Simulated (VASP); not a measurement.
**C: single point with LDA**

The system is C.

```xyz
8
Lattice="-2.4104 2.4104 2.4104 2.4104 -2.4104 2.4104 2.4104 2.4104 -2.4104" Properties=species:S:1:pos:R:3 pbc="T T T"
C    -0.8749    1.0640    0.5785
C     1.4439    1.5240    1.7233
C     0.4897   -0.5360    0.9442
C     1.0187    0.5519   -0.8430
C     1.9251   -1.6457    1.2760
C     0.9525    0.7072    0.9447
C    -1.7678    1.5363    1.6930
C     1.6335    1.6190   -1.4959
```

This cell differs from its parent crystal: atoms moved at random.

```yaml
Program: VASP 6.6.1
Task: single point
Functional: LDA
Potentials_or_basis: VASP PAW LDA potentials, release 64 (C)
Cutoff: 520 eV
k_mesh: 8 × 8 × 8
Occupations: gaussian, width 0.05 eV
Spin: no spin polarisation
Dipole_correction: no
Further_INCAR_settings: ALGO = Normal; EDIFF = 1e-06; NBANDS = 26
```

The pressure is 28.8 GPa. The largest force is 12.538 eV/Å and the band gap on the k mesh is zero (band 16 reaches 8.59 eV, above the bottom of band 17 at 7.34 eV).

Forces on the atoms (eV/Å):
```
C    0.179 -3.459  1.998
C    7.849  8.593  4.664
C    9.762 -5.776 -0.464
C   -3.803  4.246  2.319
C   -5.218 -1.325  4.681
C   -5.828 -0.691 -7.784
C    2.655  0.274 -3.118
C   -5.597 -1.862 -2.296
```

Stress tensor (GPa, compression positive):
```
34.47 28.59 18.47
28.59 45.92  8.97
18.47  8.97  6.06
```

Levels at points of the mesh, in eV from the Fermi level:
```
           k point  band 13  band 14  band 15  band 16  band 17  band 18  band 19  band 20
(0.00, 0.00, 0.00)    -5.08    -3.08    -0.40     0.75     1.04     1.88     2.93     3.50
(0.50, 0.00, 0.00)    -4.01    -2.67    -2.50    -1.23     1.06     1.23     2.54     3.24
(0.00, 0.50, 0.00)    -4.54    -3.70    -2.17    -1.39     0.29     2.41     2.88     3.89
(0.00, 0.00, 0.50)    -4.12    -2.74    -2.08    -1.14     1.38     1.67     2.60     3.97
(0.50, 0.00, 0.50)    -4.63    -3.74    -2.54    -0.75     1.39     2.10     2.92     3.39
(0.50, 0.50, 0.00)    -4.34    -3.75    -2.90    -1.23     0.72     1.73     2.36     3.73
(0.00, 0.50, 0.50)    -4.01    -3.24    -2.81    -2.23    -0.37     1.11     2.62     3.96
(0.50, 0.50, 0.50)    -4.45    -1.81     0.22     0.80     1.10     2.39     2.87     3.26
```

Wall time 6.8 min on 1 thread of Intel Xeon 8259CL, with other jobs on the host, peak memory 0.33 GiB.

Caveat: the cell differs from its parent crystal (atoms moved at random); forces of over 1 eV/Å act on the atoms, so gaps and moduli don't describe the material at rest.
